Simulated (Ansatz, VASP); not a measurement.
## Two plane-wave programs on WC

File INCAR:

```
SYSTEM = WC
  ALGO = Normal
  EDIFF = 1E-6
  ENCUT = 600
  GGA = LIBXC
  GGA_COMPAT = .False.
  ISIF = 2
  ISMEAR = -1
  LASPH = .True.
  LCHARG = .False.
  LIBXC1 = GGA_X_B88
  LIBXC2 = GGA_C_PBE
  LREAL = .False.
  LWAVE = .False.
  NBANDS = 16
  NELM = 120
  PREC = Accurate
  SIGMA = 0.05
```

KPOINTS

```
k-points
0
Gamma
  10 10 9
  0 0 0
```

The input POSCAR:

```
WC
1.0
    2.9447478072      0.0000000000      0.0000000000
   -1.4723739036      2.5502264088      0.0000000000
    0.0000000000      0.0000000000      2.8739279649
W C
1 1
Direct
    0.0000000000      0.0000000000      0.0000000000
    0.6666666667      0.3333333333      0.5000000000
```

File input.yaml:

```yaml
crystal:
  lattice:
    - [2.9447478072, 0.0, 0.0]
    - [-1.4723739036, 2.5502264088, 0.0]
    - [0.0, 0.0, 2.8739279649]
  atoms:
    - { symbol: W, position: [0.0, 0.0, 0.0] }
    - { symbol: C, position: [0.6666666667, 0.3333333333, 0.5] }
hamiltonian:
  xc: { exchange: b88, correlation: pbe }
  pseudopotentials: { kind: paw }
kpoints:
  mp_grid: { grid: [10, 10, 9] }
scf:
  occupations: { method: fermi_dirac, width: 0.05 }
output:
  forces: true
  stress: true
  eigenvalues: true
  write_density: true
  write_potential: true
  elf: true
  volumetric_format: npy
```

Alike in both runs: task single point; functional b88 exchange, pbe correlation; k mesh 10 × 10 × 9; occupations fermi-dirac, width 0.05 eV; no spin polarisation.

```csv
,VASP,Ansatz
version,VASP 6.6.1,Ansatz 0.2.0
potentials or method,"VASP PAW PBE potentials, release 64 (W_sv, C)",Ansatz PAW
plane-wave cutoff (eV),600,420
valence electrons in the cell,18,18
```

|  | VASP | Ansatz | Ansatz less VASP |
| --- | --- | --- | --- |
| gap on the k mesh at the Fermi level (eV) | none | none | - |
| pressure (GPa) | -8.2 | -9.1 | -0.85 |
| traceless stress, the component that is largest in VASP (GPa) | -2.03 | -2.20 | -0.171 |

VASP's potentials were made for PBE, not for b88 exchange, pbe correlation. A gap of «none» marks a metal or a gap that the smearing closes.

Neither program's run includes spin-orbit coupling.
